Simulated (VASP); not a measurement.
# Ba16O (a cell with a defect) in VASP: single point with PBE+D3(BJ)

Aim: the single point of Ba16O (a cell with a defect) with PBE+D3(BJ).

Everything below comes from runs of VASP 6.6.1. Logs are shortened: lines on timing, memory, paths and dates and some standing lists are left out, and cuts for length are marked.

**1. The cell of the first run**

The cell holds a defect, 17 atoms: a = 10.040 Å, b = 10.040 Å, c = 10.040 Å, α = 90.00°, β = 90.00°, γ = 90.00°.

**2. Single point, PBE+D3(BJ)**

File INCAR:

```
PREC = Accurate
ENCUT = 520
EDIFF = 1E-7
ISMEAR = 0
SIGMA = 0.15
LREAL = Auto
LASPH = T
NELM = 60
ALGO = Normal
ISIF = 2
LWAVE = F
LCHARG = F
GGA = PE
IVDW = 12
NBANDS = 97
```

File KPOINTS:

```
Automatic mesh
0
Gamma
  2 2 2
```

File POSCAR:

```
Ba16O
1.0
   10.0400000000      0.0000000000      0.0000000000
    0.0000000000     10.0400000000      0.0000000000
    0.0000000000      0.0000000000     10.0400000000
Ba O
16 1
Direct
    0.0001462151     -0.0020828685      0.0308729084
    0.5002772908     -0.0042622510      0.0052300797
    0.0002275896      0.4845234064     -0.0117008964
    0.0001465139     -0.0019861554      0.4680981076
    0.2615973108      0.2658658367      0.2495044821
    0.5002309761      0.5093509960     -0.0082575697
    0.5002803785     -0.0042211155      0.4937651394
    0.7388676295      0.2659450199      0.2495083665
    0.0002254980      0.4844151394      0.5106654382
    0.2187725100      0.7527777888      0.2495955179
    0.2580706175      0.2411968127      0.7494800797
    0.5002267928      0.5092885458      0.5072511952
    0.7816844622      0.7527028884      0.2495968127
    0.7423631474      0.2412644422      0.7494839641
    0.2444437251      0.7546589641      0.7494189243
    0.7560195219      0.7546246016      0.7494158367
    0.0002275896      0.8754679283      0.2494853586
```

Potentials or basis: VASP PAW PBE potentials, release 64 (Ba_sv, O).

Run with:

```
$ cat potpaw_PBE.64/Ba_sv/POTCAR potpaw_PBE.64/O/POTCAR > POTCAR
$ mpirun -np 1 vasp_std > vasp.out
```

OUTCAR:

```text
PREC = Accurate
   ENCUT = 520
   EDIFF = 1E-7
   ISMEAR = 0
   LREAL = Auto
   LASPH = T
   NELM = 60
   ISIF = 2
   GGA = PE
   IVDW = 12
 IVDW          = 12

 ion  position               nearest neighbor table
   1  0.000  0.998  0.031-  17 2.52  13 3.96  10 3.96   8 4.35   5 4.35   4 4.39  16 4.47  15 4.47
                            14 4.54  11 4.54
   2  0.500  0.996  0.005-  14 4.31  11 4.31  16 4.36  15 4.36   5 4.37   8 4.37  13 4.47  10 4.47

   3  0.000  0.485  0.988-  14 4.29  11 4.29   8 4.31   5 4.31  13 4.35  10 4.35  16 4.37  15 4.37
[... 23 lines left out ...]
  15  0.244  0.755  0.749-  12 4.31   6 4.31   7 4.36   2 4.36   9 4.37   3 4.37   4 4.47   1 4.47

  16  0.756  0.755  0.749-  12 4.31   6 4.31   7 4.36   2 4.36   9 4.37   3 4.37   4 4.47   1 4.47

  17  0.000  0.875  0.249-   1 2.52   4 2.52  10 2.52  13 2.52

  LATTYP: Found a simple cubic cell.
 ALAT       =    10.0400000000

  Lattice vectors:

 A1 = (  10.0400000000,   0.0000000000,   0.0000000000)
 A2 = (   0.0000000000,  10.0400000000,   0.0000000000)
 A3 = (   0.0000000000,   0.0000000000,  10.0400000000)

Analysis of symmetry for initial positions (statically):
=====================================================================
 Subroutine PRICEL returns:
 Original cell was already a primitive cell.

 Routine SETGRP: Setting up the symmetry group for a
 simple cubic supercell.

 Subroutine GETGRP returns: Found  1 space group operations
 (whereof  1 operations were pure point group operations)
 out of a pool of 48 trial point group operations.

The static configuration has the point symmetry C_1 .

Analysis of symmetry for dynamics (positions and initial velocities):
=====================================================================
 Subroutine PRICEL returns:
 Original cell was already a primitive cell.

 Routine SETGRP: Setting up the symmetry group for a
 simple cubic supercell.

 Subroutine GETGRP returns: Found  1 space group operations
 (whereof  1 operations were pure point group operations)
 out of a pool of 48 trial point group operations.

The dynamic configuration has the point symmetry C_1 .

 Subroutine INISYM returns: Found  1 space group operations
 (whereof  1 operations are pure point group operations),
 and found     1 'primitive' translations

----------------------------------------------------------------------------------------
[... 111 lines left out ...]
   NFREE  =      0    steps in history (QN), initial steepest desc. (CG)
   ISIF   =      2    stress and relaxation
   ISYM   =      2    0-nonsym 1-usesym 2-fastsym
   POTIM  = 0.5000    time-step for ionic-motion
   TEBEG  =    0.0;   TEEND  =   0.0 temperature during run
   PSTRESS=    0.0 pullay stress
   NELECT =     166.0000    total number of electrons
   NUPDOWN=      -1.0000    fix difference up-down
   EMIN   =  10.00;   EMAX   =-10.00  energy-range for DOS
   EFERMI =   0.00;   METHOD = LEGACY
   ISMEAR =     0;   SIGMA  =   0.15  broadening in eV -4-tet -1-fermi 0-gaus
   EFERMI_NEDOS =   21; number of points for ismear=-14 and -15
   IALGO  =     38    algorithm
   IMIX   =      4    mixing-type and parameters
     AMIX     =   0.40;   BMIX     =  1.00
     AMIX_MAG =   1.60;   BMIX_MAG =  1.00
  volume/ion in A,a.u.               =      59.53       401.74
  Fermi-wavevector in a.u.,A,eV,Ry     =   0.896143  1.693464 10.926453  0.803072
  Thomas-Fermi vector in A             =   2.018564
   LORBIT       =      0    0 simple, 1 ext, 2 COOP (PROOUT), +10 PAW based schemes
   GGA     = PE    functional components
   LHFCALC =     F    Hartree Fock is set to
   AEXX    =    0.0000 exact exchange contribution
   IVDW    =    12    specifies the selected vdW correction
   LEPSILON=     F    determine dielectric tensor
   LRPA    =     F    only Hartree local field effects (RPA)
 non-spin polarized calculation
 Gauss-broadening in eV      SIGMA  =   0.15
  energy-cutoff  :      520.00
  volume of cell :     1012.05
 maximum number of plane-waves:     27278
 NGX is ok and might be reduce to    80
   NGX = 37   NGY = 37   NGZ = 37

 number of electron     165.9999998 magnetization

 Free energy of the ion-electron system (eV)
  ---------------------------------------------------
  ext. energy  EPLUGINS =         0.00000000
  ---------------------------------------------------
  free energy    TOTEN  =       -40.26483589 eV

  energy without entropy =      -40.10338594  energy(sigma->0) =      -40.18411092

 E-fermi :   1.6870     XC(G=0):  -7.4189

 val. band max:        1.6593625809   @ k =   0.0000   0.5000   0.0000
 cond. band min:       1.7250749602   @ k =   0.0000   0.0000   0.5000
 fundamental gap:      0.0657123793
 Fermi energy:         1.6869668362

 k-point     1 :       0.0000    0.0000    0.0000
  band No.  band energies     occupation
      1     -27.2417      2.00000
      2     -27.2144      2.00000
      3     -27.2137      2.00000
      4     -27.2136      2.00000
      5     -27.2106      2.00000
      6     -27.2068      2.00000
[... 773 lines left out ...]
     94       2.2137      0.00000
     95       2.2294      0.00000
 [bands above 95 left out]

------------------------ aborting loop because EDIFF is reached ----------------------------------------

 Edisp (eV)   -3.26616

 E8    (eV) :    -1.8659

  FORCE on cell =-STRESS in cart. coord.  units (eV):
  Direction    XX          YY          ZZ          XY          YZ          ZX
  --------------------------------------------------------------------------------------
  -------------------------------------------------------------------------------------
  Total      -1.05205    -0.42370    -1.05670    -0.00218    -0.00184    -0.00030
  in kB      -1.66550    -0.67077    -1.67287    -0.00346    -0.00292    -0.00047
  external pressure =       -1.34 kB  Pullay stress =        0.00 kB

 VOLUME and BASIS-vectors are now :
 -----------------------------------------------------------------------------
  energy-cutoff  :      520.00
  volume of cell :     1012.05
      direct lattice vectors                 reciprocal lattice vectors
    10.040000000  0.000000000  0.000000000     0.099601594  0.000000000  0.000000000
     0.000000000 10.040000000  0.000000000     0.000000000  0.099601594  0.000000000
     0.000000000  0.000000000 10.040000000     0.000000000  0.000000000  0.099601594

 POSITION                                       TOTAL-FORCE (eV/Angst)
 -----------------------------------------------------------------------------------
      0.00147     10.01909      0.30996         0.001050      0.103952     -0.192805
      5.02278      9.99721      0.05251        -0.000526      0.000542     -0.001028
      0.00228      4.86462      9.92252         0.000278      0.002585     -0.002625
      0.00147     10.02006      4.69971         0.000930      0.103379      0.192257
      2.62644      2.66929      2.50503         0.002122     -0.002693     -0.000071
      5.02232      5.11388      9.95709        -0.000333      0.002375     -0.001141
[... 9 lines left out ...]
      7.59044      7.57643      7.52414         0.000046     -0.001046     -0.000100
      0.00228      8.78970      2.50483        -0.000088      0.000242     -0.000828
 -----------------------------------------------------------------------------------
    total drift:                                0.000673      0.001192     -0.001888

  FREE ENERGIE OF THE ION-ELECTRON SYSTEM (eV)
  ---------------------------------------------------
  free  energy   TOTEN  =       -43.5309910221 eV

  energy  without entropy=      -43.3695410704  energy(sigma->0) =      -43.45026605
```

Run time: 59 min. Hardware: 1 thread of Oxide Virtual Turin-like, shared host; peak memory 1.2 GiB.

What came out:

```yaml
Free_energy: -43.5310 eV
Pressure: -0.1 GPa
Largest_force: 0.219 eV/Å
Band_gap_on_the_k_mesh: zero (bands 83 and 84 overlap by 0.41 eV)
Dispersion_energy_per_atom: -0.192 eV
```

Forces in eV/Å, atoms in the order of the input:
```
Ba   0.001  0.104 -0.193
Ba  -0.001  0.001 -0.001
Ba   0.000  0.003 -0.003
Ba   0.001  0.103  0.192
Ba   0.002 -0.003  0.000
Ba   0.000  0.002 -0.001
Ba   0.000  0.001  0.001
Ba  -0.003 -0.003  0.000
Ba   0.000  0.004  0.004
Ba   0.192 -0.105 -0.001
Ba   0.001 -0.002  0.001
Ba   0.000  0.003  0.001
Ba  -0.192 -0.104 -0.001
Ba  -0.001 -0.002  0.001
Ba   0.000 -0.001  0.000
Ba   0.000 -0.001  0.000
O    0.000  0.000 -0.001
```

Levels at points of the mesh, in eV from the Fermi level:
| k point | band 80 | band 81 | band 82 | band 83 | band 84 | band 85 | band 86 | band 87 |
| --- | --- | --- | --- | --- | --- | --- | --- | --- |
| (0.00, 0.00, 0.00) | -0.72 | -0.64 | -0.33 | -0.31 | 0.43 | 0.46 | 0.47 | 0.47 |
| (0.50, 0.00, 0.00) | -0.31 | -0.29 | -0.28 | -0.25 | -0.17 | -0.03 | 0.04 | 0.49 |
| (0.00, 0.50, 0.00) | -0.33 | -0.28 | -0.24 | -0.12 | -0.12 | -0.03 | 0.11 | 0.47 |
| (0.00, 0.00, 0.50) | -0.31 | -0.29 | -0.28 | -0.25 | -0.17 | -0.03 | 0.04 | 0.49 |
| (0.50, 0.50, 0.00) | -0.26 | -0.25 | -0.23 | -0.20 | 0.10 | 0.15 | 0.21 | 0.24 |
| (0.00, 0.50, 0.50) | -0.26 | -0.25 | -0.23 | -0.20 | 0.10 | 0.15 | 0.21 | 0.24 |
| (0.50, 0.00, 0.50) | -0.23 | -0.23 | -0.15 | -0.15 | -0.09 | 0.12 | 0.18 | 0.21 |
| (0.50, 0.50, 0.50) | 0.16 | 0.23 | 0.23 | 0.24 | 0.24 | 0.29 | 0.29 | 0.29 |

Caveat: spin-orbit coupling is left out, which moves the levels of the heavy elements.

The gap in the log of VASP goes by the Fermi energy; the results here count the filled bands.